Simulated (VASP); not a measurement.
Here is a VASP 6.6.1 calculation.

File INCAR:

```
SYSTEM = La
  ALGO = Normal
  EDIFF = 1E-7
  ENCUT = 520
  GGA = PE
  ISIF = 2
  ISMEAR = -1
  LASPH = .True.
  LCHARG = .False.
  LREAL = .False.
  LWAVE = .False.
  NBANDS = 12
  NELM = 80
  PREC = Accurate
  SIGMA = 0.06122561905347299
```

Contents of KPOINTS:

```
k-points
0
Gamma
  12 12 12
  0 0 0
```

Contents of POSCAR:

```
La
1.0
   -2.1422315064      2.1422315064      2.1422315064
    2.1422315064     -2.1422315064      2.1422315064
    2.1422315064      2.1422315064     -2.1422315064
La
1
Direct
    0.0000000000      0.0000000000      0.0000000000
```

Potentials or basis: VASP PAW PBE potentials, release 64 (La).

Launch:

```bash
$ cat potpaw_PBE.64/La/POTCAR > POTCAR
$ mpirun -np 1 vasp_std > vasp.out
```

Predict the pressure.

-0.9 GPa.

Estimate the band gap on the k mesh.

zero (an odd number of electrons rules out a gap without spin polarisation).

Caveat: spin-orbit coupling is left out, which moves the levels of the heavy elements.
